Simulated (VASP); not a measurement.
Here is a VASP 6.6.1 calculation.

Contents of INCAR:

```
SYSTEM = Cd3HgSe4
PREC = Accurate
ENCUT = 600
EDIFF = 1E-6
ISMEAR = 0
SIGMA = 0.01
LREAL = .FALSE.
LASPH = .TRUE.
NELM = 80
ALGO = Normal
ISIF = 3
LWAVE = .FALSE.
LCHARG = .FALSE.
GGA = PE
IBRION = 2
NSW = 100
EDIFFG = -0.01
```

KPOINTS

```
Automatic mesh
0
G
  6 6 6
  0 0 0
```

File POSCAR:

```
Cd3HgSe4
1.0
    6.2119694000      0.0000000000      0.0000000000
    0.0000000000      6.2119694000      0.0000000000
    0.0000000000      0.0000000000      6.2119694000
Cd Hg Se
3 1 4
Direct
    0.5000000000      0.0000000000      0.0000000000
    0.0000000000      0.0000000000      0.5000000000
    0.0000000000      0.5000000000      0.0000000000
    0.5000000000      0.5000000000      0.5000000000
    0.7518100000      0.2481900000      0.7518100000
    0.7518100000      0.7518100000      0.2481900000
    0.2481900000      0.2481900000      0.2481900000
    0.2481900000      0.7518100000      0.7518100000
```

Potentials or basis: VASP PAW PBE potentials, release 64 (Cd, Hg, Se).

Launch:

```sh
$ cat potpaw_PBE.64/Cd/POTCAR potpaw_PBE.64/Hg/POTCAR potpaw_PBE.64/Se/POTCAR > POTCAR
$ mpirun -np 1 vasp_std > vasp.out
```

Task: What does it give for the relaxed cell?

Result: a = 6.224 Å, b = 6.224 Å, c = 6.224 Å, α = 90.00°, β = 90.00°, γ = 90.00°.

Task: Estimate the relaxed volume.

Result: 30.14 Å³/atom.

The path:
```
step  energy change (eV)  largest force (eV/Å)  pressure (GPa)  volume (Å³)
   1              0.0000                0.0019            0.22       239.71
   2             -0.0007                0.0009           -0.05       241.12
```
